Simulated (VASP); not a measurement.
# PbO (Litharge) (P4/nmm) in VASP: settings compared

PbO (Litharge) is run at these levels: revPBE, RPBE, PBE; tasks: single point.

All numbers are computed with VASP 6.6.1; they aren't measurements. Logs are shortened: lines on timing, memory, paths and dates and some standing lists are left out, and cuts for length are marked.

## Step 1: The cell of the first run

The structure is tetragonal, space group P4/nmm (No. 129). The conventional cell has a = 3.990 Å, b = 3.990 Å, c = 5.010 Å, α = 90.00°, β = 90.00°, γ = 90.00°. Within 3.1 Å of Pb (site symmetry 4mm) lie 4 O at 2.33 Å. Within 3.1 Å of O (site symmetry -4m2) lie 4 Pb at 2.33 Å and 4 O at 2.82 Å.

## Step 2: Single point, revPBE

The input, INCAR:

```
SYSTEM = PbO
PREC = Accurate
ENCUT = 520
EDIFF = 1E-7
ISMEAR = 0
SIGMA = 0.01
LREAL = .False.
LASPH = .True.
NELM = 60
ALGO = Normal
ISIF = 2
LWAVE = .False.
LCHARG = .False.
GGA = RE
NBANDS = 28
```

The input, KPOINTS:

```
regular mesh
0
Gamma
  4 4 3
  0 0 0
```

The input, POSCAR:

```
PbO
1.0
    3.9900000000      0.0000000000      0.0000000000
    0.0000000000      3.9900000000      0.0000000000
    0.0000000000      0.0000000000      5.0100000000
Pb O
2 2
Direct
    0.0000000000      0.5000000000      0.2400000000
    0.5000000000      0.0000000000      0.7600000000
    0.0000000000      0.0000000000      0.0000000000
    0.5000000000      0.5000000000      0.0000000000
```

Potentials or basis: VASP PAW PBE potentials, release 64 (Pb_d, O).

The run is started by

```sh
cat potpaw_PBE.64/Pb_d/POTCAR potpaw_PBE.64/O/POTCAR > POTCAR
mpirun -np 1 vasp_std > vasp.out
```

OUTCAR:

```text
SYSTEM = PbO
   PREC = Accurate
   ENCUT = 520
   EDIFF = 1E-7
   ISMEAR = 0
   LREAL = .False.
   LASPH = .True.
   NELM = 60
   ISIF = 2
   GGA = RE

 ion  position               nearest neighbor table
   1  0.000  0.500  0.240-   3 2.33   4 2.33   3 2.33   4 2.33   2 3.71   2 3.71   2 3.71   2 3.71
                             2 3.84   2 3.84   2 3.84   2 3.84
   2  0.500  0.000  0.760-   3 2.33   4 2.33   4 2.33   3 2.33   1 3.71   1 3.71   1 3.71   1 3.71
                             1 3.84   1 3.84   1 3.84   1 3.84
   3  0.000  0.000  0.000-   1 2.33   2 2.33   1 2.33   2 2.33
   4  0.500  0.500  0.000-   1 2.33   2 2.33   2 2.33   1 2.33

  LATTYP: Found a simple tetragonal cell.
 ALAT       =     3.9900000000
 C/A-ratio  =     1.2556390977

  Lattice vectors:

 A1 = (   3.9900000000,   0.0000000000,   0.0000000000)
 A2 = (   0.0000000000,   3.9900000000,   0.0000000000)
 A3 = (   0.0000000000,   0.0000000000,   5.0100000000)

Analysis of symmetry for initial positions (statically):
=====================================================================
 Subroutine PRICEL returns:
 Original cell was already a primitive cell.

 Routine SETGRP: Setting up the symmetry group for a
 simple tetragonal supercell.

 Subroutine GETGRP returns: Found 16 space group operations
 (whereof  8 operations were pure point group operations)
 out of a pool of 16 trial point group operations.

The static configuration has the point symmetry D_2d.
 The point group associated with its full space group is D_4h.

Analysis of symmetry for dynamics (positions and initial velocities):
=====================================================================
 Subroutine PRICEL returns:
 Original cell was already a primitive cell.

 Routine SETGRP: Setting up the symmetry group for a
 simple tetragonal supercell.

 Subroutine GETGRP returns: Found 16 space group operations
 (whereof  8 operations were pure point group operations)
 out of a pool of 16 trial point group operations.

The dynamic configuration has the point symmetry D_2d.
 The point group associated with its full space group is D_4h.

 Subroutine INISYM returns: Found 16 space group operations
 (whereof  8 operations are pure point group operations),
 and found     1 'primitive' translations

----------------------------------------------------------------------------------------

                                     Primitive cell

  volume of cell :      79.7597

  direct lattice vectors                    reciprocal lattice vectors
     3.990000000  0.000000000  0.000000000     0.250626566  0.000000000  0.000000000
     0.000000000  3.990000000  0.000000000     0.000000000  0.250626566  0.000000000
     0.000000000  0.000000000  5.010000000     0.000000000  0.000000000  0.199600798

  length of vectors
     3.990000000  3.990000000  5.010000000     0.250626566  0.250626566  0.199600798

  position of ions in fractional coordinates (direct lattice)
     0.000000000  0.500000000  0.240000000
     0.500000000  0.000000000  0.760000000
     0.000000000  0.000000000  0.000000000
     0.500000000  0.500000000  0.000000000

  ion indices of the primitive-cell ions
   primitive index   ion index
                 1           1
                 2           2
                 3           3
                 4           4

----------------------------------------------------------------------------------------

 KPOINTS: regular mesh

Automatic generation of k-mesh.
 Grid dimensions read from file:
 generate k-points for:    4    4    3

 Generating k-lattice:

  Cartesian coordinates                     Fractional coordinates (reciprocal lattice)
     0.062656642  0.000000000  0.000000000     0.250000000  0.000000000  0.000000000
     0.000000000  0.062656642  0.000000000     0.000000000  0.250000000  0.000000000
     0.000000000  0.000000000  0.066533599     0.000000000  0.000000000  0.333333333

  Length of vectors
     0.062656642  0.062656642  0.066533599

  Shift w.r.t. Gamma in fractional coordinates (k-lattice)
     0.000000000  0.000000000  0.000000000

 Subroutine IBZKPT returns following result:
 ===========================================

 Found     12 irreducible k-points:

 Following reciprocal coordinates:
            Coordinates               Weight
  0.000000  0.000000  0.000000      1.000000
  0.250000  0.000000  0.000000      4.000000
  0.500000  0.000000  0.000000      2.000000
  0.250000  0.250000  0.000000      4.000000
  0.500000  0.250000  0.000000      4.000000
  0.500000  0.500000  0.000000      1.000000
  0.000000  0.000000  0.333333      2.000000
  0.250000  0.000000  0.333333      8.000000
  0.500000  0.000000  0.333333      4.000000
  0.250000  0.250000  0.333333      8.000000
  0.500000  0.250000  0.333333      8.000000
  0.500000  0.500000  0.333333      2.000000
   k-points           NKPTS =     12   k-points in BZ     NKDIM =     12   number of bands    NBANDS=     28
   number of dos      NEDOS =    301   number of ions     NIONS =      4
   total plane-waves  NPLWV =  36000
   dimension x,y,z NGX =    30 NGY =   30 NGZ =   40
   dimension x,y,z NGXF=    60 NGYF=   60 NGZF=   80
   ions per type =               2   2
   NGX,Y,Z   is equivalent  to a cutoff of  12.50, 12.50, 13.27 a.u.
   NGXF,Y,Z  is equivalent  to a cutoff of  25.00, 25.00, 26.55 a.u.
 SYSTEM =  PbO
   PREC   = accura    normal or accurate (medium, high low for compatibility)
   ISTART =      0    job   : 0-new  1-cont  2-samecut
   ICHARG =      2    charge: 1-file 2-atom 10-const
   ISPIN  =      1    spin polarized calculation?
   LNONCOLLINEAR =      F non collinear calculations
   LSORBIT =      F    spin-orbit coupling
   LASPH  =      T    aspherical Exc in radial PAW
   ENCUT  =  520.0 eV  38.22 Ry    6.18 a.u.   7.42  7.42  9.32*2*pi/ulx,y,z
   NELM   =     60;   NELMIN=  2; NELMDL= -5     # of ELM steps
   EDIFF  = 0.1E-06   stopping-criterion for ELM
   LREAL  =      F    real-space projection
   EDIFFG = 0.1E-05   stopping-criterion for IOM
   NSW    =      0    number of steps for IOM
   IBRION =     -1    ionic relax: 0-MD 1-quasi-New 2-CG
   NFREE  =      0    steps in history (QN), initial steepest desc. (CG)
   ISIF   =      2    stress and relaxation
   ISYM   =      2    0-nonsym 1-usesym 2-fastsym
   POTIM  = 0.5000    time-step for ionic-motion
   TEBEG  =    0.0;   TEEND  =   0.0 temperature during run
   PSTRESS=    0.0 pullay stress
   NELECT =      40.0000    total number of electrons
   NUPDOWN=      -1.0000    fix difference up-down
   EMIN   =  10.00;   EMAX   =-10.00  energy-range for DOS
   EFERMI =   0.00;   METHOD = LEGACY
   ISMEAR =     0;   SIGMA  =   0.01  broadening in eV -4-tet -1-fermi 0-gaus
   EFERMI_NEDOS =   21; number of points for ismear=-14 and -15
   IALGO  =     38    algorithm
   IMIX   =      4    mixing-type and parameters
     AMIX     =   0.40;   BMIX     =  1.00
     AMIX_MAG =   1.60;   BMIX_MAG =  1.00
  volume/ion in A,a.u.               =      19.94       134.56
  Fermi-wavevector in a.u.,A,eV,Ry     =   1.300670  2.457909 23.017539  1.691741
  Thomas-Fermi vector in A             =   2.431853
   LORBIT       =      0    0 simple, 1 ext, 2 COOP (PROOUT), +10 PAW based schemes
   GGA     = RE    functional components
   LHFCALC =     F    Hartree Fock is set to
   AEXX    =    0.0000 exact exchange contribution
   IVDW    =     0    specifies the selected vdW correction
   LEPSILON=     F    determine dielectric tensor
   LRPA    =     F    only Hartree local field effects (RPA)
 non-spin polarized calculation
 Gauss-broadening in eV      SIGMA  =   0.01
  energy-cutoff  :      520.00
  volume of cell :       79.76
 maximum number of plane-waves:      2186
 NGX is ok and might be reduce to    30
   NGX = 15   NGY = 15   NGZ = 19

 number of electron      39.9999999 magnetization

 Free energy of the ion-electron system (eV)
  ---------------------------------------------------
  ext. energy  EPLUGINS =         0.00000000
  ---------------------------------------------------
  free energy    TOTEN  =       -20.10463987 eV

  energy without entropy =      -20.10463987  energy(sigma->0) =      -20.10463987

 E-fermi :   5.2664     XC(G=0):  -9.6607

 val. band max:        5.2039002883   @ k =   0.0000   0.0000   0.0000
 cond. band min:       6.4020347290   @ k =   0.5000   0.5000   0.0000
 fundamental gap:      1.1981344407
 Fermi energy:         5.2664138590

 k-point     1 :       0.0000    0.0000    0.0000
  band No.  band energies     occupation
      1     -13.1117      2.00000
      2     -12.6135      2.00000
      3     -10.8645      2.00000
      4     -10.8645      2.00000
      5     -10.8100      2.00000
      6     -10.7882      2.00000
[... 20 lines left out ...]
     27      12.7548      0.00000
     28      13.3122      0.00000

 k-point     2 :       0.2500    0.0000    0.0000
  band No.  band energies     occupation
      1     -12.9986      2.00000
      2     -12.6565      2.00000
      3     -10.8359      2.00000
      4     -10.8338      2.00000
      5     -10.7680      2.00000
      6     -10.7579      2.00000
[... 20 lines left out ...]
     27      13.2195      0.00000
     28      16.0947      0.00000

 k-point     3 :       0.5000    0.0000    0.0000
  band No.  band energies     occupation
      1     -12.7968      2.00000
      2     -12.7968      2.00000
      3     -10.7744      2.00000
      4     -10.7744      2.00000
      5     -10.7737      2.00000
      6     -10.7737      2.00000
[... 20 lines left out ...]
     27      14.4355      0.00000
     28      14.4355      0.00000

 k-point     4 :       0.2500    0.2500    0.0000
  band No.  band energies     occupation
      1     -12.9197      2.00000
      2     -12.6862      2.00000
      3     -10.8282      2.00000
      4     -10.7792      2.00000
      5     -10.7450      2.00000
      6     -10.7354      2.00000
[... 206 lines left out ...]
     27      15.0150      0.00000
     28      15.9016      0.00000

 k-point    11 :       0.5000    0.2500    0.3333
  band No.  band energies     occupation
      1     -12.7872      2.00000
      2     -12.7872      2.00000
      3     -10.7893      2.00000
      4     -10.7893      2.00000
      5     -10.7278      2.00000
      6     -10.7278      2.00000
[... 20 lines left out ...]
     27      15.3169      0.00000
     28      15.3169      0.00000

 k-point    12 :       0.5000    0.5000    0.3333
  band No.  band energies     occupation
      1     -12.7745      2.00000
      2     -12.7745      2.00000
      3     -10.7569      2.00000
      4     -10.7569      2.00000
      5     -10.6931      2.00000
      6     -10.6931      2.00000
[... 20 lines left out ...]
     27      15.5366      0.00000
     28      15.5366      0.00000

------------------------ aborting loop because EDIFF is reached ----------------------------------------

  FORCE on cell =-STRESS in cart. coord.  units (eV):
  Direction    XX          YY          ZZ          XY          YZ          ZX
  --------------------------------------------------------------------------------------
  -------------------------------------------------------------------------------------
  Total        2.7202046      2.7202046      1.9712089      0.0000000      0.0000000      0.0000000
  in kB       54.6422586     54.6422586     39.5967650      0.0000000      0.0000000      0.0000000
  external PRESSURE =      49.6270941 kB  Pullay stress =       0.0000000 kB

 VOLUME and BASIS-vectors are now :
 -----------------------------------------------------------------------------
  energy-cutoff  :      520.00
  volume of cell :       79.76
      direct lattice vectors                 reciprocal lattice vectors
     3.990000000  0.000000000  0.000000000     0.250626566  0.000000000  0.000000000
     0.000000000  3.990000000  0.000000000     0.000000000  0.250626566  0.000000000
     0.000000000  0.000000000  5.010000000     0.000000000  0.000000000  0.199600798

 POSITION                                       TOTAL-FORCE (eV/Angst)
 -----------------------------------------------------------------------------------
      0.00000      1.99500      1.20240         0.000000      0.000000      0.144520
      1.99500      0.00000      3.80760        -0.000000      0.000000     -0.144520
      0.00000      0.00000      0.00000         0.000000      0.000000      0.000000
      1.99500      1.99500      0.00000         0.000000     -0.000000      0.000000
 -----------------------------------------------------------------------------------
    total drift:                                0.000000      0.000000      0.000000

  FREE ENERGIE OF THE ION-ELECTRON SYSTEM (eV)
  ---------------------------------------------------
  free  energy   TOTEN  =       -20.1046398724 eV

  energy  without entropy=      -20.1046398724  energy(sigma->0) =      -20.10463987
```

It took 27 s on 1 thread of AMD EPYC 9R45 (Zen 5), shared host; peak memory 0.15 GiB.

Results:

| Property | Result |
| --- | --- |
| Free energy | -20.1046 eV |
| Pressure | 5.0 GPa |
| Largest force | 0.145 eV/Å |
| Band gap on the k mesh | 1.20 eV, indirect (least direct gap 2.15 eV) |

Forces in eV/Å, atoms in the order of the input:
```
Pb   0.000  0.000  0.145
Pb   0.000  0.000 -0.145
O    0.000  0.000  0.000
O    0.000  0.000  0.000
```

Levels at points of the mesh, in eV from the valence-band top:
```tsv
k point	band 17	band 18	band 19	band 20	band 21	band 22	band 23	band 24
(0.00, 0.00, 0.00)	-1.65	-1.56	-1.56	0.00	2.45	5.57	5.57	5.66
(0.50, 0.00, 0.00)	-2.90	-2.90	-1.64	-1.64	3.43	3.43	6.64	6.64
(0.50, 0.50, 0.00)	-1.67	-1.67	-0.96	-0.96	1.20	1.20	5.33	5.33
```

Caveat: the PAW data sets were made with another functional, which shifts forces and pressure a little; spin-orbit coupling is left out, which moves the levels of the heavy elements. A k mesh can miss the band edges.

(Part 1 of 2 ends here.)
